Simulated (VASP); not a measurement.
# Ga3Sb (I4/mmm) in VASP: further runs

Aim: see how the results for Ga3Sb move with the level of theory and the settings. Levels: PBE, LDA. Tasks: single point.

Everything below comes from runs of VASP 6.6.1. Logs are shortened: lines on timing, memory, paths and dates and some standing lists are left out, and cuts for length are marked.

### 1 The cell of the first run

The structure is tetragonal, space group I4/mmm (No. 139). Conventional cell: a = 4.318 Å, b = 4.318 Å, c = 9.521 Å, α = 90.00°, β = 90.00°, γ = 90.00°. Within 4.0 Å of Ga (site symmetry -4m2) lie 8 Ga at 3.05 to 3.21 Å and 4 Sb at 3.21 Å. Ga (site symmetry 4/mmm) has 4 Sb at 3.05 Å and 8 Ga at 3.21 Å within 4.0 Å. Sb (site symmetry 4/mmm) has 12 Ga at 3.05 to 3.21 Å within 4.0 Å.

### 2 Single point, PBE

Input file INCAR:

```
ALGO     = Normal         # electronic algorithm
EDIFF    = 1E-6           # SCF threshold, eV
ENCUT    = 520            # plane-wave cutoff, eV
GGA      = PE             # functional
ISIF     = 2              # what is computed and relaxed
ISMEAR   = 0              # smearing method
LASPH    = True           # aspherical terms in the spheres
LCHARG   = False          # write CHGCAR
LREAL    = False          # projectors in reciprocal space
LWAVE    = False          # write WAVECAR
NBANDS   = 30             # bands
NELM     = 80             # most SCF steps
PREC     = Accurate       # precision mode
SIGMA    = 0.1            # smearing width, eV
```

Input file KPOINTS:

```
k-points
0
Gamma
  6 6 6
```

Input file POSCAR:

```
Ga3Sb
1.0
   -2.1587990000      2.1587990000      4.7604840000
    2.1587990000     -2.1587990000      4.7604840000
    2.1587990000      2.1587990000     -4.7604840000
Ga Sb
3 1
Direct
    0.7500000000      0.2500000000      0.5000000000
    0.2500000000      0.7500000000      0.5000000000
    0.5000000000      0.5000000000      0.0000000000
    0.0000000000      0.0000000000      0.0000000000
```

Potentials or basis: VASP PAW PBE potentials, release 64 (Ga_d, Sb).

Run with:

```console
$ cat potpaw_PBE.64/Ga_d/POTCAR potpaw_PBE.64/Sb/POTCAR > POTCAR
$ mpirun -np 1 vasp_std > vasp.out
```

OUTCAR:

```text
EDIFF = 1E-6
   ENCUT = 520
   GGA = PE
   ISIF = 2
   ISMEAR = 0
   LASPH = True
   LREAL = False
   NELM = 80
   PREC = Accurate

 ion  position               nearest neighbor table
   1  0.750  0.250  0.500-   4 3.21   4 3.21   4 3.21   4 3.21
   2  0.250  0.750  0.500-   4 3.21   4 3.21   4 3.21   4 3.21
   3  0.500  0.500  0.000-   4 3.05   4 3.05   4 3.05   4 3.05
   4  0.000  0.000  0.000-   3 3.05   3 3.05   3 3.05   3 3.05   2 3.21   1 3.21   2 3.21   2 3.21
                             1 3.21   1 3.21   2 3.21   1 3.21

  LATTYP: Found a body centered tetragonal cell.
 ALAT       =     4.3175980000
 C/A-ratio  =     2.2051538842

  Lattice vectors:

 A1 = (  -2.1587990000,   2.1587990000,   4.7604840000)
 A2 = (   2.1587990000,  -2.1587990000,   4.7604840000)
 A3 = (   2.1587990000,   2.1587990000,  -4.7604840000)

Analysis of symmetry for initial positions (statically):
=====================================================================
 Subroutine PRICEL returns:
 Original cell was already a primitive cell.

 Routine SETGRP: Setting up the symmetry group for a
 body centered tetragonal supercell.

 Subroutine GETGRP returns: Found 16 space group operations
 (whereof 16 operations were pure point group operations)
 out of a pool of 16 trial point group operations.

The static configuration has the point symmetry D_4h.

Analysis of symmetry for dynamics (positions and initial velocities):
=====================================================================
 Subroutine PRICEL returns:
 Original cell was already a primitive cell.

 Routine SETGRP: Setting up the symmetry group for a
 body centered tetragonal supercell.

 Subroutine GETGRP returns: Found 16 space group operations
 (whereof 16 operations were pure point group operations)
 out of a pool of 16 trial point group operations.

The dynamic configuration has the point symmetry D_4h.

 Subroutine INISYM returns: Found 16 space group operations
 (whereof 16 operations are pure point group operations),
 and found     1 'primitive' translations

----------------------------------------------------------------------------------------

                                     Primitive cell

  volume of cell :      88.7433

  direct lattice vectors                    reciprocal lattice vectors
    -2.158799000  2.158799000  4.760484000     0.000000000  0.231610261  0.105031337
     2.158799000 -2.158799000  4.760484000     0.231610261  0.000000000  0.105031337
     2.158799000  2.158799000 -4.760484000     0.231610261  0.231610261  0.000000000

  length of vectors
     5.655354468  5.655354468  5.655354468     0.254312593  0.254312593  0.327546372

  position of ions in fractional coordinates (direct lattice)
     0.750000000  0.250000000  0.500000000
     0.250000000  0.750000000  0.500000000
     0.500000000  0.500000000  0.000000000
     0.000000000  0.000000000  0.000000000

  ion indices of the primitive-cell ions
   primitive index   ion index
                 1           1
                 2           2
                 3           3
                 4           4

----------------------------------------------------------------------------------------

 KPOINTS: k-points

Automatic generation of k-mesh.
 Grid dimensions read from file:
 generate k-points for:    6    6    6

 Generating k-lattice:

  Cartesian coordinates                     Fractional coordinates (reciprocal lattice)
     0.000000000  0.038601710  0.017505223     0.166666667  0.000000000 -0.000000000
     0.038601710  0.000000000  0.017505223     0.000000000  0.166666667 -0.000000000
     0.038601710  0.038601710  0.000000000     0.000000000  0.000000000  0.166666667

  Length of vectors
     0.042385432  0.042385432  0.054591062

  Shift w.r.t. Gamma in fractional coordinates (k-lattice)
     0.000000000  0.000000000  0.000000000

 Subroutine IBZKPT returns following result:
 ===========================================

 Found     30 irreducible k-points:

 Following reciprocal coordinates:
            Coordinates               Weight
  0.000000  0.000000  0.000000      1.000000
  0.166667 -0.000000  0.000000      8.000000
  0.333333 -0.000000  0.000000      8.000000
  0.500000 -0.000000  0.000000      4.000000
  0.166667  0.166667  0.000000      8.000000
  0.333333  0.166667  0.000000     16.000000
[... 16 lines left out ...]
 -0.333333 -0.333333  0.166667      8.000000
 -0.166667 -0.333333  0.166667      8.000000
 [... further k-points ...]
   k-points           NKPTS =     30   k-points in BZ     NKDIM =     30   number of bands    NBANDS=     30
   number of dos      NEDOS =    301   number of ions     NIONS =      4
   total plane-waves  NPLWV =  74088
   dimension x,y,z NGX =    42 NGY =   42 NGZ =   42
   dimension x,y,z NGXF=    84 NGYF=   84 NGZF=   84
   ions per type =               3   1
   NGX,Y,Z   is equivalent  to a cutoff of  12.35, 12.35, 12.35 a.u.
   NGXF,Y,Z  is equivalent  to a cutoff of  24.69, 24.69, 24.69 a.u.
 SYSTEM =  unknown system
   PREC   = accura    normal or accurate (medium, high low for compatibility)
   ISTART =      0    job   : 0-new  1-cont  2-samecut
   ICHARG =      2    charge: 1-file 2-atom 10-const
   ISPIN  =      1    spin polarized calculation?
   LNONCOLLINEAR =      F non collinear calculations
   LSORBIT =      F    spin-orbit coupling
   LASPH  =      T    aspherical Exc in radial PAW
   ENCUT  =  520.0 eV  38.22 Ry    6.18 a.u.  10.52 10.52 10.52*2*pi/ulx,y,z
   NELM   =     80;   NELMIN=  2; NELMDL= -5     # of ELM steps
   EDIFF  = 0.1E-05   stopping-criterion for ELM
   LREAL  =      F    real-space projection
   EDIFFG = 0.1E-04   stopping-criterion for IOM
   NSW    =      0    number of steps for IOM
   IBRION =     -1    ionic relax: 0-MD 1-quasi-New 2-CG
   NFREE  =      0    steps in history (QN), initial steepest desc. (CG)
   ISIF   =      2    stress and relaxation
   ISYM   =      2    0-nonsym 1-usesym 2-fastsym
   POTIM  = 0.5000    time-step for ionic-motion
   TEBEG  =    0.0;   TEEND  =   0.0 temperature during run
   PSTRESS=    0.0 pullay stress
   NELECT =      44.0000    total number of electrons
   NUPDOWN=      -1.0000    fix difference up-down
   EMIN   =  10.00;   EMAX   =-10.00  energy-range for DOS
   EFERMI =   0.00;   METHOD = LEGACY
   ISMEAR =     0;   SIGMA  =   0.10  broadening in eV -4-tet -1-fermi 0-gaus
   EFERMI_NEDOS =   21; number of points for ismear=-14 and -15
   IALGO  =     38    algorithm
   IMIX   =      4    mixing-type and parameters
     AMIX     =   0.40;   BMIX     =  1.00
     AMIX_MAG =   1.60;   BMIX_MAG =  1.00
  volume/ion in A,a.u.               =      22.19       149.72
  Fermi-wavevector in a.u.,A,eV,Ry     =   1.295728  2.448571 22.842976  1.678911
  Thomas-Fermi vector in A             =   2.427229
   LORBIT       =      0    0 simple, 1 ext, 2 COOP (PROOUT), +10 PAW based schemes
   GGA     = PE    functional components
   LHFCALC =     F    Hartree Fock is set to
   AEXX    =    0.0000 exact exchange contribution
   IVDW    =     0    specifies the selected vdW correction
   LEPSILON=     F    determine dielectric tensor
   LRPA    =     F    only Hartree local field effects (RPA)
 non-spin polarized calculation
 Gauss-broadening in eV      SIGMA  =   0.10
  energy-cutoff  :      520.00
  volume of cell :       88.74
 maximum number of plane-waves:      2404
   NGX = 21   NGY = 21   NGZ = 21

 number of electron      44.0000012 magnetization

 Free energy of the ion-electron system (eV)
  ---------------------------------------------------
  ext. energy  EPLUGINS =         0.00000000
  ---------------------------------------------------
  free energy    TOTEN  =       -12.58922565 eV

  energy without entropy =      -12.58350665  energy(sigma->0) =      -12.58636615

 E-fermi :   5.8990     XC(G=0): -10.4646

 val. band max:        5.8681604174   @ k =   0.5000   0.5000   0.0000
 cond. band min:       5.9776273631   @ k =   0.5000   0.3333   0.0000
 fundamental gap:      0.1094669458
 Fermi energy:         5.8990063161

 k-point     1 :       0.0000    0.0000    0.0000
  band No.  band energies     occupation
      1      -9.0025      2.00000
      2      -8.9584      2.00000
      3      -8.9407      2.00000
      4      -8.9094      2.00000
      5      -8.9094      2.00000
      6      -8.8997      2.00000
[... 22 lines left out ...]
     29      13.6320      0.00000
     30      13.8524      0.00000

 k-point     2 :       0.1667   -0.0000    0.0000
  band No.  band energies     occupation
      1      -8.9859      2.00000
      2      -8.9551      2.00000
      3      -8.9290      2.00000
      4      -8.9249      2.00000
      5      -8.9159      2.00000
      6      -8.8918      2.00000
[... 22 lines left out ...]
     29      13.8441      0.00000
     30      14.1217      0.00000

 k-point     3 :       0.3333   -0.0000    0.0000
  band No.  band energies     occupation
      1      -8.9491      2.00000
      2      -8.9415      2.00000
      3      -8.9393      2.00000
      4      -8.9048      2.00000
      5      -8.9010      2.00000
      6      -8.8848      2.00000
[... 22 lines left out ...]
     29      11.5417      0.00000
     30      11.6287      0.00000

 k-point     4 :       0.5000   -0.0000    0.0000
  band No.  band energies     occupation
      1      -8.9445      2.00000
      2      -8.9428      2.00000
      3      -8.9066      2.00000
      4      -8.8922      2.00000
      5      -8.8910      2.00000
      6      -8.8744      2.00000
[... 22 lines left out ...]
     29       9.5485      0.00000
     30      12.7223      0.00000

 k-point     5 :       0.1667    0.1667    0.0000
  band No.  band energies     occupation
      1      -8.9775      2.00000
      2      -8.9584      2.00000
      3      -8.9292      2.00000
      4      -8.9286      2.00000
      5      -8.9107      2.00000
      6      -8.8920      2.00000
[... 22 lines left out ...]
     29      11.1848      0.00000
     30      14.0583      0.00000
[... 526 lines left out ...]
     29      11.1252      0.00000
     30      11.9006      0.00000

 k-point    22 :      -0.1667    0.5000    0.1667
  band No.  band energies     occupation
      1      -8.9547      2.00000
      2      -8.9532      2.00000
      3      -8.9332      2.00000
      4      -8.9235      2.00000
      5      -8.9061      2.00000
      6      -8.8908      2.00000
[... 22 lines left out ...]
     29      10.2536      0.00000
     30      10.3753      0.00000

 k-point    23 :      -0.3333   -0.3333    0.1667
  band No.  band energies     occupation
      1      -8.9738      2.00000
      2      -8.9697      2.00000
      3      -8.9469      2.00000
      4      -8.9469      2.00000
      5      -8.9067      2.00000
      6      -8.9030      2.00000
[... 22 lines left out ...]
     29      11.5478      0.00000
     30      12.9559      0.00000

 k-point    24 :      -0.1667   -0.3333    0.1667
  band No.  band energies     occupation
      1      -8.9832      2.00000
      2      -8.9686      2.00000
      3      -8.9509      2.00000
      4      -8.9424      2.00000
      5      -8.9172      2.00000
      6      -8.9010      2.00000
[... 22 lines left out ...]
     29      12.2472      0.00000
     30      12.7726      0.00000

 [... further k-points ...]
[... 5 lines left out ...]
  --------------------------------------------------------------------------------------
  -------------------------------------------------------------------------------------
  Total        0.4093133      0.4093133     -1.1655146      0.0000000      0.0000000      0.0000000
  in kB        7.3897706      7.3897706    -21.0422793      0.0000000      0.0000000      0.0000000
  external PRESSURE =      -2.0875794 kB  Pullay stress =       0.0000000 kB

 VOLUME and BASIS-vectors are now :
 -----------------------------------------------------------------------------
  energy-cutoff  :      520.00
  volume of cell :       88.74
      direct lattice vectors                 reciprocal lattice vectors
    -2.158799000  2.158799000  4.760484000     0.000000000  0.231610261  0.105031337
     2.158799000 -2.158799000  4.760484000     0.231610261  0.000000000  0.105031337
     2.158799000  2.158799000 -4.760484000     0.231610261  0.231610261  0.000000000

 POSITION                                       TOTAL-FORCE (eV/Angst)
 -----------------------------------------------------------------------------------
      0.00000      2.15880      2.38024        -0.000000      0.000000      0.000000
      2.15880      0.00000      2.38024         0.000000     -0.000000     -0.000000
      0.00000      0.00000      4.76048        -0.000000      0.000000     -0.000000
      0.00000      0.00000      0.00000        -0.000000      0.000000     -0.000000
 -----------------------------------------------------------------------------------
    total drift:                               -0.000000      0.000000      0.000000

  FREE ENERGIE OF THE ION-ELECTRON SYSTEM (eV)
  ---------------------------------------------------
  free  energy   TOTEN  =       -12.5892256490 eV

  energy  without entropy=      -12.5835066462  energy(sigma->0) =      -12.58636615
```

Run time: 78 s. Hardware: 1 thread of AMD EPYC 9R14 (Zen 4), shared host; peak memory 0.24 GiB.

What came out:

* Free energy: -12.5892 eV
* Pressure: -0.2 GPa
* Band gap on the k mesh: zero (bands 22 and 23 overlap by 3.85 eV)

Levels at points of the mesh, in eV from the Fermi level:
| k point | band 19 | band 20 | band 21 | band 22 | band 23 | band 24 | band 25 | band 26 |
| --- | --- | --- | --- | --- | --- | --- | --- | --- |
| (0.00, 0.00, 0.00) | -2.97 | -1.89 | -1.73 | -1.73 | -0.23 | -0.23 | 1.00 | 1.28 |
| (0.50, 0.00, 0.00) | -5.02 | -0.88 | -0.49 | -0.18 | 0.52 | 1.55 | 2.79 | 3.24 |
| (0.50, 0.50, 0.00) | -5.08 | -4.65 | -4.02 | -0.62 | -0.03 | 0.28 | 1.09 | 6.50 |
| (0.50, 0.50, 0.50) | -2.88 | -2.88 | -2.39 | 2.06 | 2.65 | 2.65 | 3.92 | 4.00 |

Caveat: spin-orbit coupling is left out, which moves the levels of the heavy elements.

(Part 1 of 2 ends here.)

The gap in the log of VASP goes by the Fermi energy; the results here count the filled bands.